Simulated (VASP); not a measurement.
Crystal: SnO.

```xyz
4
Lattice="3.3550 0.0000 0.0000 0.0000 5.6741 0.0000 0.0000 0.0000 4.2220" Properties=species:S:1:pos:R:3 pbc="T T T"
Sn    0.0000    1.3159    2.1665
Sn    1.6775    4.3582    0.0555
O     0.0000    5.0570    3.1110
O     1.6775    0.6171    1.0000
```

Program: VASP 6.6.1. Alike in all runs: task single point; no spin polarisation; cell as given; k mesh 4 × 2 × 3; cutoff (eV) 520; smearing gaussian 0.01 eV.

Question: Order these runs on this cell by their pressure, lowest first.
A. level LDA; potentials or basis VASP PAW LDA potentials, release 64 (Sn_d, O)
B. level BLYP; potentials or basis VASP PAW PBE potentials, release 64 (Sn_d, O)
C. level PBEsol; potentials or basis VASP PAW PBE potentials, release 64 (Sn_d, O)

Answer: A (-5.3 GPa), C (-3.0 GPa), B (4.0 GPa).

Caveats: all runs use coarse meshes; the PAW data sets were made with another functional, which shifts forces and pressure a little (some runs).
